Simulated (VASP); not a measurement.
Here is a VASP 6.6.1 calculation.

File INCAR:

```
SYSTEM = MgS
  PREC = Accurate
  ENCUT = 600
  EDIFF = 1E-7
  ISMEAR = -1
  SIGMA = 0.08
  LREAL = .False.
  LASPH = .True.
  NELM = 120
  ALGO = Normal
  ISIF = 3
  LWAVE = .False.
  LCHARG = .False.
  GGA = PS
  IBRION = 2
  NSW = 100
  EDIFFG = -0.002
  GGA_COMPAT = .False.
  NELMIN = 4
```

Contents of KPOINTS:

```
Automatic mesh
0
Gamma
  12 12 12
  0 0 0
```

The input POSCAR:

```
MgS
1.0
    0.0000000000      2.6016500000      2.6016500000
    2.6016500000      0.0000000000      2.6016500000
    2.6016500000      2.6016500000      0.0000000000
Mg S
1 1
Direct
    0.0000000000      0.0000000000      0.0000000000
    0.5000000000      0.5000000000      0.5000000000
```

Potentials or basis: VASP PAW PBE potentials, release 64 (Mg, S).

Launch:

```console
$ cat potpaw_PBE.64/Mg/POTCAR potpaw_PBE.64/S/POTCAR > POTCAR
$ mpirun -np 1 vasp_std > vasp.out
```

Question: Estimate the space group after relaxing (to 0.05 Å).

Answer: Fm-3m (No. 225).

Question: Estimate the band gap on the k mesh.

Answer: 2.73 eV, indirect (least direct gap 3.71 eV).

Step by step:
```tsv
step	energy change (eV)	largest force (eV/Å)	pressure (GPa)	volume (Å³)
1	0.0000	0.0000	-1.11	35.22
2	-0.0017	0.0000	0.26	34.60
3	-0.0018	0.0000	0.00	34.71
```

Caveat: the PAW data sets were made with another functional, which shifts forces and pressure a little. A hybrid or GW would open this gap; PBEsol tends to underestimate it.
